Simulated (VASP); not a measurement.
Write the native input for VASP 6.6.1 that does the following.

| Property | Result |
| --- | --- |
| Task | single point |
| Functional | PBEsol |
| Dispersion | D3(BJ) |
| Potentials or basis | VASP PAW PBE potentials, release 64 (P) |
| Cutoff | 520 eV |
| k mesh | 18 × 18 × 18 |
| Occupations | gaussian, width 0.1 eV |
| Spin | no spin polarisation |
| Dipole correction | no |
| Further INCAR settings | ALGO = Normal; EDIFF = 1e-06; NBANDS = 8 |

The structure of P lies in POSCAR:

```
P
1.0
    2.2907594632      0.0000000000      0.0000000000
    0.0000000000      2.2907594632      0.0000000000
    0.0000000000      0.0000000000      2.2909200603
P
1
Direct
    0.0000000000      0.0000000000      0.0000000000
```

This isn't the form of P at room conditions, which is orthorhombic.

The input as run:

INCAR

```
PREC     = Accurate       # precision mode
ENCUT    = 520            # plane-wave cutoff, eV
EDIFF    = 1E-6           # SCF threshold, eV
ISMEAR   = 0              # smearing method
SIGMA    = 0.1            # smearing width, eV
LREAL    = F              # projectors in reciprocal space
LASPH    = T              # aspherical terms in the spheres
NELM     = 100            # most SCF steps
ALGO     = Normal         # electronic algorithm
ISIF     = 2              # what is computed and relaxed
LWAVE    = F              # write WAVECAR
LCHARG   = F              # write CHGCAR
GGA      = PS             # functional
IVDW     = 12             # dispersion correction
NBANDS   = 8              # bands
```

KPOINTS

```
Automatic mesh
0
Gamma
  18 18 18
```

Potentials or basis: VASP PAW PBE potentials, release 64 (P).

Launch:

```console
$ cat potpaw_PBE.64/P/POTCAR > POTCAR
$ mpirun -np 1 vasp_std > vasp.out
```

It gave:

```yaml
Pressure: 23.7 GPa
Band_gap_on_the_k_mesh: zero (an odd number of electrons rules out a gap without spin polarisation)
Dispersion_energy_per_atom: -0.473 eV
```

Caveat: the cell stands under pressure; the PAW data sets were made with another functional, which shifts forces and pressure a little.

Wall time 13 s on 1 thread of Intel(R) Xeon(R) 6975P-C (Granite Rapids), with other jobs on the host, peak memory 0.15 GiB.
